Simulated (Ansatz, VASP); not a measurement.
Mg in VASP and in Ansatz

```
CELL_PARAMETERS angstrom
3.33764 0.00000 0.00000
-1.66882 2.89048 0.00000
0.00000 0.00000 4.79350
ATOMIC_POSITIONS crystal
Mg 0.33333 0.66667 0.25000
Mg 0.66667 0.33333 0.75000
```

Change from the starting cell: strain +0.040 along x and y, -0.080 along z, atoms carried along.

Alike in both runs: task single point; functional PBE; k mesh 18 × 18 × 10; occupations gaussian, width 0.15 eV; no spin polarisation.

|  | VASP | Ansatz |
| --- | --- | --- |
| version | VASP 6.6.1 | Ansatz 0.2.0 |
| potentials or method | VASP PAW PBE potentials, release 64 (Mg), cutoff 520 eV | scalar-relativistic, plane waves, PAW |
| valence electrons in the cell | 4 | 20 |

VASP gave:

| Quantity | Value |
| --- | --- |
| gap on the k mesh at the Fermi level (eV) | none |
| pressure (GPa) | 0.2 |
| traceless stress, the component that is largest in VASP (GPa) | 3.71 |

Question: Which values does Ansatz return?

Answer: gap on the k mesh at the Fermi level (eV): none; pressure (GPa): 0.3; traceless stress, the component that is largest in VASP (GPa): 3.71.

A gap of «none» marks a metal or a gap that the smearing closes. VASP's potentials hold 4 valence electrons a cell and Ansatz's 20, so a difference there can come from the potentials and not from the codes.
